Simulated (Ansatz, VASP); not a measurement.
**One calculation of AlN, two programs**

```xyz
4
Lattice="3.1110 0.0000 0.0000 -1.5555 2.6942 0.0000 0.0000 0.0000 4.9810" Properties=species:S:1:pos:R:3 pbc="T T T"
Al    0.0000    1.7961    0.0003
Al    1.5555    0.8981    2.4908
N     0.0000    1.7961    1.9025
N     1.5555    0.8981    4.3930
```

Alike in both runs: functional PBE; k mesh 8 × 8 × 5; occupations gaussian, width 0.05 eV; no spin polarisation.

Ansatz relaxed the structure, and its values are those at the end. VASP's run is a single point on that final structure, the one shown.

|  | VASP | Ansatz |
| --- | --- | --- |
| version | VASP 6.6.1 | Ansatz 0.2.0 |
| potentials or method | VASP PAW PBE potentials, release 64 (Al, N) | scalar-relativistic, plane waves, PAW |
| plane-wave cutoff (eV) | 520 | 420 |
| valence electrons in the cell | 16 | 16 |

|  | VASP | Ansatz | Ansatz less VASP |
| --- | --- | --- | --- |
| pressure (GPa) | 3.7 | 4.0 | +0.25 |

With one functional, cell and mesh, what is left measures potentials, basis and numerics. Ansatz's warnings: stress scf threshold loose.
